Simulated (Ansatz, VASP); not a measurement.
**Two plane-wave programs on C**

The input INCAR:

```
SYSTEM = C
PREC = Accurate
ENCUT = 520
EDIFF = 1E-6
ISMEAR = 0
SIGMA = 0.1
LREAL = .FALSE.
LASPH = .TRUE.
NELM = 80
ALGO = Normal
ISIF = 2
LWAVE = .FALSE.
LCHARG = .TRUE.
LDIPOL = .TRUE.
IDIPOL = 3
DIPOL = 0.5 0.5 0.352
GGA = PE
IVDW = 12
LELF = .TRUE.
LVHAR = .TRUE.
LVACPOTAV = .TRUE.
NBANDS = 16
```

File KPOINTS:

```
Automatic mesh
0
G
  15 15 1
  0 0 0
```

The input POSCAR:

```
C
1.0
    2.4657189596      0.0000000000      0.0000000000
   -1.2328594798      2.1353752576      0.0000000000
    0.0000000000      0.0000000000     17.5000000000
C
4
Direct
    0.3333333333      0.6666666667      0.2571428571
    0.6666666667      0.3333333333      0.2571428571
    0.3333333333      0.6666666667      0.4462857143
    0.6666666667      0.3333333333      0.4462857143
```

Input for Ansatz:

```yaml
crystal:
  lattice:
    - [2.4657189596, 0.0, 0.0]
    - [-1.2328594798, 2.1353752576, 0.0]
    - [0.0, 0.0, 17.5]
  atoms:
    - { symbol: C, position: [0.3333333333, 0.6666666667, 0.2571428571] }
    - { symbol: C, position: [0.6666666667, 0.3333333333, 0.2571428571] }
    - { symbol: C, position: [0.3333333333, 0.6666666667, 0.4462857143] }
    - { symbol: C, position: [0.6666666667, 0.3333333333, 0.4462857143] }
basis:
  ecutwfc: 420
kpoints:
  mp_grid: { grid: [15, 15, 1] }
hamiltonian:
  xc: pbe
  dispersion: d3bj
scf:
  occupations: { method: gaussian, width: 0.1 }
output:
  forces: true
  eigenvalues: true
efield:
  axis: 3
  dipole_correction: true
  ramp_width: 0.04
```

Alike in both runs: task single point; functional PBE; dispersion D3(BJ); k mesh 15 × 15 × 1; occupations gaussian, width 0.1 eV; no spin polarisation.

|  | VASP | Ansatz |
| --- | --- | --- |
| version | VASP 6.6.1 | Ansatz 0.2.0 |
| potentials or method | VASP PAW PBE potentials, release 64 (C), cutoff 520 eV | scalar-relativistic, plane waves, PAW |
| valence electrons in the cell | 16 | 16 |

```csv
,VASP,Ansatz,Ansatz less VASP
gap on the k mesh at the Fermi level (eV),0.73,0.73,-0.001
least direct gap on the mesh (eV),0.73,0.73,-0.001
rms of the force components (eV/Å),0.037,0.037,-0.0003
```

Atom by atom the forces differ by 0.000 eV/Å (rms over components).
